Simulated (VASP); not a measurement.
Set up this calculation in VASP 6.6.1, as the native input.

```yaml
Task: single point
Functional: PBE
Potentials_or_basis: VASP PAW PBE potentials, release 64 (Pb_d, O)
Cutoff: 520 eV
k_mesh: 6 × 6 × 6
Occupations: fermi-dirac, width 0.1 eV
Spin: no spin polarisation
Dipole_correction: no
Further_INCAR_settings: ALGO = Normal; EDIFF = 1e-07; NBANDS = 20
```

The structure of PbO2 lies in POSCAR:

```
PbO2
1.0
    0.0000000000      2.7019920000      2.7019920000
    2.7019920000      0.0000000000      2.7019920000
    2.7019920000      2.7019920000      0.0000000000
Pb O
1 2
Direct
    0.0000000000      0.0000000000      0.0000000000
    0.2500000000      0.2500000000      0.2500000000
    0.7500000000      0.7500000000      0.7500000000
```

The input as run:

INCAR

```
SYSTEM = PbO2
  PREC = Accurate
  ENCUT = 520
  EDIFF = 1E-7
  ISMEAR = -1
  SIGMA = 0.1
  LREAL = .FALSE.
  LASPH = .TRUE.
  NELM = 60
  ALGO = Normal
  ISIF = 2
  LWAVE = .FALSE.
  LCHARG = .FALSE.
  GGA = PE
  NBANDS = 20
```

KPOINTS

```
regular mesh
0
G
  6 6 6
  0 0 0
```

Potentials or basis: VASP PAW PBE potentials, release 64 (Pb_d, O).

The run is started by

```console
$ cat potpaw_PBE.64/Pb_d/POTCAR potpaw_PBE.64/O/POTCAR > POTCAR
$ mpirun -np 1 vasp_std > vasp.out
```

Results of the run:

```json
{
 "Pressure": "0.5 GPa",
 "Band gap on the k mesh": "zero (band 13 reaches 5.62 eV, above the bottom of band 14 at 4.43 eV)"
}
```

Caveat: spin-orbit coupling is left out, which moves the levels of the heavy elements.

Run time: 12 s on 1 thread of AMD EPYC 7R43 64-Core Processor (Zen 3) (shared host), peak memory 0.12 GiB.
